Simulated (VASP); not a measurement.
A run of VASP 6.6.1:

The input INCAR:

```
PREC = Accurate
ENCUT = 520
EDIFF = 1E-8
ISMEAR = -1
SIGMA = 0.03
LREAL = F
LASPH = T
NELM = 80
ALGO = Normal
ISIF = 2
LWAVE = F
LCHARG = F
GGA = CA
LEFG = T
NBANDS = 11
```

The input KPOINTS:

```
regular mesh
0
Gamma
  16 16 16
```

Contents of POSCAR:

```
C
1.0
   -0.0356680000      1.7655660000      1.7655660000
    1.7655660000     -0.0356680000      1.7655660000
    1.7655660000      1.7655660000     -0.0356680000
C
2
Direct
    0.5000000000      0.5000000000      0.5000000000
    0.7500000000      0.7500000000      0.7500000000
```

Potentials or basis: VASP PAW LDA potentials, release 64 (C).

Command:

```sh
$ cat potpaw_LDA.64/C/POTCAR > POTCAR
$ mpirun -np 1 vasp_std > vasp.out
```

Hardware: 1 thread of Intel Xeon 8259CL, on a shared host.

Question: How long does it take, and how much memory?

Answer: It took 74 s on 1 thread of Intel Xeon 8259CL (shared host), peak memory 0.14 GiB. Counts: scf iterations 12, k points 417.
